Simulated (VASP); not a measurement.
A run of VASP 6.6.1:

INCAR

```
ALGO = Normal
EDIFF = 1E-7
ENCUT = 520
GGA = PE
ISIF = 2
ISMEAR = 0
LASPH = True
LCHARG = False
LREAL = False
LWAVE = False
NBANDS = 27
NELM = 60
PREC = Accurate
SIGMA = 0.1
```

KPOINTS

```
k-points
0
Gamma
  14 14 10
```

POSCAR

```
ZrF
1.0
    3.3946222201      0.0000000000      0.0000000000
    0.0000000000      3.3946222201      0.0000000000
    0.0000000000      0.0000000000      5.3995929953
Zr F
2 2
Direct
    0.0000000000      0.5000000000      0.1989328514
    0.5000000000      0.0000000000      0.8010671486
    0.0000000000      0.0000000000      0.5000000000
    0.5000000000      0.5000000000      0.5000000000
```

Potentials or basis: VASP PAW PBE potentials, release 64 (Zr_sv, F).

The run is started by

```sh
$ cat potpaw_PBE.64/Zr_sv/POTCAR potpaw_PBE.64/F/POTCAR > POTCAR
$ mpirun -np 1 vasp_std > vasp.out
```

Hardware: 1 thread of Oxide Virtual Turin-like Processor, with other jobs on the host.

Problem. Estimate the wall time of this run.

Solution. It took 6 min on 1 thread of Oxide Virtual Turin-like Processor, with other jobs on the host, peak memory 0.36 GiB. Counts: scf iterations 15, k points 216.
